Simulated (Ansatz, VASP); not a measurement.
# GdO: VASP beside Ansatz

```
Gd O
1.0
     3.03252    0.00000    0.00000
     0.00000    3.03252    0.00000
     0.00000    0.00000    3.03252
Gd O
1 1
Direct
  0.00000 0.00000 0.00000
  0.50000 0.50000 0.50000
```

Alike in both runs: task single point; functional PBE; k mesh 10 × 10 × 10; occupations gaussian, width 0.05 eV; collinear spin; Hubbard terms Gd f U = 5.0 eV.

|  | VASP | Ansatz |
| --- | --- | --- |
| version | VASP 6.6.1 | Ansatz 0.2.0 |
| potentials or method | VASP PAW PBE potentials, release 64 (Gd, O), cutoff 520 eV | scalar-relativistic, plane waves, PAW |
| valence electrons in the cell | 24 | 24 |

Ansatz gave:

- gap on the k mesh at the Fermi level (eV): none
- pressure (GPa): -0.3
- net moment per atom (μB): 3.75
- size of the moment on the site where the two differ most (μB): 7.18

Problem. What did VASP give for the same quantities?

Solution. gap on the k mesh at the Fermi level (eV): none; pressure (GPa): -0.4; net moment per atom (μB): 3.75; size of the moment on the site where the two differ most (μB): 7.11.

Site moments also hang on the region over which each program counts them. The programs project onto different local orbitals, so the same U acts differently, and such runs can settle in different states. A gap of «none» marks a metal or a gap that the smearing closes. Ansatz's warnings: filled band counts differ across k points, stability check not made.

Neither program's run includes spin-orbit coupling.
